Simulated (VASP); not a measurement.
**TePb: relaxation of cell and atoms with PBEsol**

TePb:

```
Pb Te
1.0
     0.00000    3.23100    3.23100
     3.23100    0.00000    3.23100
     3.23100    3.23100    0.00000
Pb Te
1 1
Direct
  0.00000 0.00000 0.00000
  0.50000 0.50000 0.50000
```

```json
{"Program": "VASP 6.6.1", "Task": "relaxation of cell and atoms", "Functional": "PBEsol", "Potentials or basis": "VASP PAW PBE potentials, release 64 (Pb_d, Te)", "Cutoff": "500 eV", "k mesh": "6 × 6 × 6", "Occupations": "gaussian, width 0.02 eV", "Spin": "no spin polarisation", "Dipole correction": "no", "Further INCAR settings": "ALGO = Normal; EDIFF = 1e-07; IBRION = 2; EDIFFG = -0.002; NSW = 100; ISIF = 3"}
```

The relaxed volume is 33.43 Å³/atom and the relaxed cell is a = 4.556 Å, b = 4.556 Å, c = 4.556 Å, α = 60.00°, β = 60.00°, γ = 60.00°. The space group after relaxing (to 0.1 Å) is Fm-3m (No. 225). The energy gained by relaxing is 0.4 meV/atom and the ionic steps are 3. The pressure after relaxing is 0.0 GPa and the band gap on the k mesh is 0.65 eV.

Step by step:
| step | energy change (eV) | largest force (eV/Å) | pressure (GPa) | volume (Å³) |
| --- | --- | --- | --- | --- |
| 1 | 0.0000 | 0.0000 | -0.40 | 67.46 |
| 2 | -0.0007 | 0.0000 | 0.15 | 66.64 |
| 3 | -0.0008 | 0.0000 | 0.00 | 66.85 |

Final structure:
```
CELL_PARAMETERS angstrom
0.00000 3.22129 3.22129
3.22129 0.00000 3.22129
3.22129 3.22129 0.00000
ATOMIC_POSITIONS crystal
Pb 0.00000 0.00000 0.00000
Te 0.50000 0.50000 0.50000
```

Levels at points of the mesh, in eV from the valence-band top:
```csv
k point,band 7,band 8,band 9,band 10,band 11,band 12,band 13,band 14
"(0.00, 0.00, 0.00)",-5.59,-1.37,-1.37,-1.37,4.07,4.07,4.07,5.74
"(0.50, 0.00, 0.00)",-8.65,-0.90,-0.90,0.00,0.65,1.22,1.22,8.30
"(0.50, 0.50, 0.00)",-7.32,-4.60,-2.86,-2.86,3.17,5.49,5.49,6.73
```

It took 59 s on 1 thread of Intel Xeon 8259CL (shared host), peak memory 0.22 GiB.

Caveat: the PAW data sets were made with another functional, which shifts forces and pressure a little; spin-orbit coupling is left out, which moves the levels of the heavy elements. A k mesh can miss the band edges.
